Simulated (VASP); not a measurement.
# CsSnI3 (Pm-3m) in VASP: further runs

Runs on CsSnI3. Level: PBE. Tasks: single point.

All numbers are computed with VASP 6.6.1; they aren't measurements. Logs are shortened: lines on timing, memory, paths and dates and some standing lists are left out, and cuts for length are marked.

## (1) The cell of the first run

It takes space group Pm-3m (No. 221, cubic). The conventional cell has a = 6.345 Å, b = 6.345 Å, c = 6.345 Å, α = 90.00°, β = 90.00°, γ = 90.00°. Within 5.9 Å of Cs (site symmetry m-3m) lie 12 I at 4.49 Å and 8 Sn at 5.50 Å. Sn (site symmetry m-3m) has 6 I at 3.17 Å within 4.2 Å. I (site symmetry 4/mmm) has 2 Sn at 3.17 Å within 4.2 Å.

## (2) Single point, PBE (volume scaled by 1.03)

INCAR reads:

```
PREC = Accurate
ENCUT = 520
EDIFF = 1E-6
ISMEAR = 0
SIGMA = 0.02
LREAL = F
LASPH = T
NELM = 100
ALGO = Normal
ISIF = 2
LWAVE = F
LCHARG = F
GGA = PE
NBANDS = 30
```

KPOINTS reads:

```
regular mesh
0
Gamma
  6 6 6
```

POSCAR reads:

```
CsSnI3
1.0
    6.3453827702      0.0000000000      0.0000000000
    0.0000000000      6.3453827702      0.0000000000
    0.0000000000      0.0000000000      6.3453827702
Cs Sn I
1 1 3
Direct
    0.0000000000      0.0000000000      0.0000000000
    0.5000000000      0.5000000000      0.5000000000
    0.0000000000      0.5000000000      0.5000000000
    0.5000000000      0.0000000000      0.5000000000
    0.5000000000      0.5000000000      0.0000000000
```

Potentials or basis: VASP PAW PBE potentials, release 64 (Cs_sv, Sn_d, I).

Run with:

```
$ cat potpaw_PBE.64/Cs_sv/POTCAR potpaw_PBE.64/Sn_d/POTCAR potpaw_PBE.64/I/POTCAR > POTCAR
$ mpirun -np 1 vasp_std > vasp.out
```

OUTCAR:

```text
PREC = Accurate
   ENCUT = 520
   EDIFF = 1E-6
   ISMEAR = 0
   LREAL = F
   LASPH = T
   NELM = 100
   ISIF = 2
   GGA = PE

 ion  position               nearest neighbor table
   1  0.000  0.000  0.000-
   2  0.500  0.500  0.500-   3 3.17   4 3.17   5 3.17   5 3.17   4 3.17   3 3.17
   3  0.000  0.500  0.500-   2 3.17   2 3.17
   4  0.500  0.000  0.500-   2 3.17   2 3.17
   5  0.500  0.500  0.000-   2 3.17   2 3.17

  LATTYP: Found a simple cubic cell.
 ALAT       =     6.3453827702

  Lattice vectors:

 A1 = (   6.3453827702,   0.0000000000,   0.0000000000)
 A2 = (   0.0000000000,   6.3453827702,   0.0000000000)
 A3 = (   0.0000000000,   0.0000000000,   6.3453827702)

Analysis of symmetry for initial positions (statically):
=====================================================================
 Subroutine PRICEL returns:
 Original cell was already a primitive cell.

 Routine SETGRP: Setting up the symmetry group for a
 simple cubic supercell.

 Subroutine GETGRP returns: Found 48 space group operations
[... 9 lines left out ...]

 Routine SETGRP: Setting up the symmetry group for a
 simple cubic supercell.

 Subroutine GETGRP returns: Found 48 space group operations
[... 11 lines left out ...]
                                     Primitive cell

  volume of cell :     255.4897

  direct lattice vectors                    reciprocal lattice vectors
     6.345382770  0.000000000  0.000000000     0.157594906  0.000000000  0.000000000
     0.000000000  6.345382770  0.000000000     0.000000000  0.157594906  0.000000000
     0.000000000  0.000000000  6.345382770     0.000000000  0.000000000  0.157594906

  length of vectors
     6.345382770  6.345382770  6.345382770     0.157594906  0.157594906  0.157594906

  position of ions in fractional coordinates (direct lattice)
     0.000000000  0.000000000  0.000000000
     0.500000000  0.500000000  0.500000000
     0.000000000  0.500000000  0.500000000
     0.500000000  0.000000000  0.500000000
     0.500000000  0.500000000  0.000000000

  ion indices of the primitive-cell ions
   primitive index   ion index
                 1           1
                 2           2
[... 61 lines left out ...]
   PREC   = accura    normal or accurate (medium, high low for compatibility)
   ISTART =      0    job   : 0-new  1-cont  2-samecut
   ICHARG =      2    charge: 1-file 2-atom 10-const
   ISPIN  =      1    spin polarized calculation?
   LNONCOLLINEAR =      F non collinear calculations
   LSORBIT =      F    spin-orbit coupling
   LASPH  =      T    aspherical Exc in radial PAW
   ENCUT  =  520.0 eV  38.22 Ry    6.18 a.u.  11.80 11.80 11.80*2*pi/ulx,y,z
   NELM   =    100;   NELMIN=  2; NELMDL= -5     # of ELM steps
   EDIFF  = 0.1E-05   stopping-criterion for ELM
   LREAL  =      F    real-space projection
   EDIFFG = 0.1E-04   stopping-criterion for IOM
   NSW    =      0    number of steps for IOM
   IBRION =     -1    ionic relax: 0-MD 1-quasi-New 2-CG
   NFREE  =      0    steps in history (QN), initial steepest desc. (CG)
   ISIF   =      2    stress and relaxation
   ISYM   =      2    0-nonsym 1-usesym 2-fastsym
   POTIM  = 0.5000    time-step for ionic-motion
   TEBEG  =    0.0;   TEEND  =   0.0 temperature during run
   PSTRESS=    0.0 pullay stress
   NELECT =      44.0000    total number of electrons
   NUPDOWN=      -1.0000    fix difference up-down
   EMIN   =  10.00;   EMAX   =-10.00  energy-range for DOS
   EFERMI =   0.00;   METHOD = LEGACY
   ISMEAR =     0;   SIGMA  =   0.02  broadening in eV -4-tet -1-fermi 0-gaus
   EFERMI_NEDOS =   21; number of points for ismear=-14 and -15
   IALGO  =     38    algorithm
   IMIX   =      4    mixing-type and parameters
     AMIX     =   0.40;   BMIX     =  1.00
     AMIX_MAG =   1.60;   BMIX_MAG =  1.00
  volume/ion in A,a.u.               =      51.10       344.83
  Fermi-wavevector in a.u.,A,eV,Ry     =   0.910824  1.721208 11.287403  0.829601
  Thomas-Fermi vector in A             =   2.035032
   LORBIT       =      0    0 simple, 1 ext, 2 COOP (PROOUT), +10 PAW based schemes
   GGA     = PE    functional components
   LHFCALC =     F    Hartree Fock is set to
   AEXX    =    0.0000 exact exchange contribution
   IVDW    =     0    specifies the selected vdW correction
   LEPSILON=     F    determine dielectric tensor
   LRPA    =     F    only Hartree local field effects (RPA)
 non-spin polarized calculation
 Gauss-broadening in eV      SIGMA  =   0.02
  energy-cutoff  :      520.00
  volume of cell :      255.49
 maximum number of plane-waves:      6931
 NGX is ok and might be reduce to    48
   NGX = 23   NGY = 23   NGZ = 23

 number of electron      44.0000001 magnetization

 Free energy of the ion-electron system (eV)
  ---------------------------------------------------
  ext. energy  EPLUGINS =         0.00000000
  ---------------------------------------------------
  free energy    TOTEN  =       -14.02098443 eV

  energy without entropy =      -14.02098443  energy(sigma->0) =      -14.02098443

 E-fermi :   2.2574     XC(G=0):  -7.2533

 val. band max:        2.0951367671   @ k =   0.5000   0.5000   0.5000
 cond. band min:       2.6847185673   @ k =   0.5000   0.5000   0.5000
 fundamental gap:      0.5895818003
 Fermi energy:         2.2573990787

 k-point     1 :       0.0000    0.0000    0.0000
  band No.  band energies     occupation
      1     -19.9621      2.00000
      2     -19.8209      2.00000
      3     -19.8209      2.00000
      4     -19.8086      2.00000
      5     -19.8086      2.00000
      6     -19.8086      2.00000
[... 649 lines left out ...]
     29       6.4132      0.00000
     30       7.5363      0.00000

------------------------ aborting loop because EDIFF is reached ----------------------------------------

  FORCE on cell =-STRESS in cart. coord.  units (eV):
  Direction    XX          YY          ZZ          XY          YZ          ZX
  --------------------------------------------------------------------------------------
  -------------------------------------------------------------------------------------
  Total       -0.6601043     -0.6601043     -0.6601043      0.0000000      0.0000000      0.0000000
  in kB       -4.1395167     -4.1395167     -4.1395167      0.0000000      0.0000000      0.0000000
  external PRESSURE =      -4.1395167 kB  Pullay stress =       0.0000000 kB

 VOLUME and BASIS-vectors are now :
 -----------------------------------------------------------------------------
  energy-cutoff  :      520.00
  volume of cell :      255.49
      direct lattice vectors                 reciprocal lattice vectors
     6.345382770  0.000000000  0.000000000     0.157594906  0.000000000  0.000000000
     0.000000000  6.345382770  0.000000000     0.000000000  0.157594906  0.000000000
     0.000000000  0.000000000  6.345382770     0.000000000  0.000000000  0.157594906

 POSITION                                       TOTAL-FORCE (eV/Angst)
 -----------------------------------------------------------------------------------
      0.00000      0.00000      0.00000         0.000000      0.000000      0.000000
      3.17269      3.17269      3.17269         0.000000      0.000000      0.000000
      0.00000      3.17269      3.17269         0.000000      0.000000      0.000000
      3.17269      0.00000      3.17269         0.000000      0.000000      0.000000
      3.17269      3.17269      0.00000         0.000000      0.000000      0.000000
 -----------------------------------------------------------------------------------
    total drift:                                0.000000     -0.000000     -0.000000

  FREE ENERGIE OF THE ION-ELECTRON SYSTEM (eV)
  ---------------------------------------------------
  free  energy   TOTEN  =       -14.0209844299 eV

  energy  without entropy=      -14.0209844299  energy(sigma->0) =      -14.02098443
```

OSZICAR:

```text
N       E                     dE             d eps       ncg     rms          rms(c)
DAV:   1     0.336763067920E+03    0.33676E+03   -0.17760E+04  1200   0.130E+03
DAV:   2     0.282478056346E+02   -0.30852E+03   -0.29629E+03  1388   0.267E+02
DAV:   3    -0.126990006013E+02   -0.40947E+02   -0.40631E+02  1436   0.111E+02
DAV:   4    -0.143087184951E+02   -0.16097E+01   -0.16054E+01  1506   0.254E+01
DAV:   5    -0.143630206662E+02   -0.54302E-01   -0.54297E-01  1808   0.455E+00    0.379E+00
DAV:   6    -0.140463792374E+02    0.31664E+00   -0.46592E-01  1530   0.343E+00    0.246E+00
DAV:   7    -0.140155481213E+02    0.30831E-01   -0.31881E-01  1532   0.217E+00    0.106E+00
DAV:   8    -0.140213422278E+02   -0.57941E-02   -0.47761E-02  1398   0.140E+00    0.289E-01
DAV:   9    -0.140207412792E+02    0.60095E-03   -0.57219E-03  1490   0.530E-01    0.125E-01
DAV:  10    -0.140209305897E+02   -0.18931E-03   -0.86606E-04  1404   0.141E-01    0.548E-02
DAV:  11    -0.140209854285E+02   -0.54839E-04   -0.33076E-04  1572   0.109E-01    0.353E-02
DAV:  12    -0.140209877367E+02   -0.23083E-05   -0.37048E-05  1532   0.363E-02    0.276E-02
DAV:  13    -0.140209857085E+02    0.20282E-05   -0.24489E-06  1228   0.115E-02    0.141E-02
DAV:  14    -0.140209843388E+02    0.13697E-05   -0.50738E-06  1470   0.143E-02    0.188E-03
DAV:  15    -0.140209844299E+02   -0.91124E-07   -0.41012E-07   848   0.289E-03
   1 F= -.14020984E+02 E0= -.14020984E+02  d E =-.135391E-32
```

It took 5.5 min on 1 thread of Oxide Virtual Turin-like, shared host; peak memory 0.38 GiB.

Results:

| Quantity | Value |
| --- | --- |
| Free energy | -14.0210 eV |
| Pressure | -0.4 GPa |
| Band gap on the k mesh | 0.59 eV, direct |

Levels at points of the mesh, in eV from the valence-band top:
```tsv
k point	band 19	band 20	band 21	band 22	band 23	band 24	band 25	band 26
(0.00, 0.00, 0.00)	-1.93	-1.80	-1.80	-1.80	2.47	3.52	3.52	3.86
(0.50, 0.00, 0.00)	-2.06	-1.90	-1.90	-1.35	1.30	3.91	4.19	4.28
(0.50, 0.50, 0.00)	-2.20	-2.15	-1.42	-0.67	1.00	1.00	3.99	4.45
(0.50, 0.50, 0.50)	-1.40	-1.40	-1.40	0.00	0.59	0.59	0.59	3.33
```

Caveat: spin-orbit coupling is left out, which moves the levels of the heavy elements.

## (3) Single point, PBE (volume scaled by 1.06)

INCAR reads:

```
SYSTEM = CsSnI3
PREC = Accurate ; ENCUT = 520
EDIFF = 1E-6 ; ISMEAR = 0
SIGMA = 0.02 ; LREAL = .False.
LASPH = .True. ; NELM = 80
ALGO = Normal ; ISIF = 2
LWAVE = .False. ; LCHARG = .True.
GGA = PE ; LELF = .True.
LVHAR = .True. ; NBANDS = 30
```

KPOINTS reads:

```
Automatic mesh
0
Gamma
  6 6 6
  0 0 0
```

Changes to POSCAR since step 2:

```diff
@@ -2,5 +2,5 @@
 1.0
-    6.3453827702      0.0000000000      0.0000000000
-    0.0000000000      6.3453827702      0.0000000000
-    0.0000000000      0.0000000000      6.3453827702
+    6.4063998092      0.0000000000      0.0000000000
+    0.0000000000      6.4063998092      0.0000000000
+    0.0000000000      0.0000000000      6.4063998092
 Cs Sn I
```

Potentials or basis: VASP PAW PBE potentials, release 64 (Cs_sv, Sn_d, I).

Run with:

```
$ cat potpaw_PBE.64/Cs_sv/POTCAR potpaw_PBE.64/Sn_d/POTCAR potpaw_PBE.64/I/POTCAR > POTCAR
$ mpirun -np 1 vasp_std > vasp.out
```

Run time: 5.2 min. Hardware: 1 thread of Oxide Virtual Turin-like, shared host; peak memory 0.39 GiB.

Results (log left out):

```
Free energy            : -13.9937 eV
Pressure               : -0.8 GPa
Band gap on the k mesh : 0.70 eV, direct
```

Levels at points of the mesh, in eV from the valence-band top:
```
           k point  band 19  band 20  band 21  band 22  band 23  band 24  band 25  band 26
(0.00, 0.00, 0.00)    -1.75    -1.64    -1.64    -1.64     2.60     3.69     3.69     4.04
(0.50, 0.00, 0.00)    -1.88    -1.73    -1.73    -1.26     1.38     3.99     4.26     4.26
(0.50, 0.50, 0.00)    -2.00    -1.99    -1.27    -0.62     1.09     1.09     3.99     4.55
(0.50, 0.50, 0.50)    -1.26    -1.26    -1.26     0.00     0.70     0.70     0.70     3.47
```

Caveat: spin-orbit coupling is left out, which moves the levels of the heavy elements.
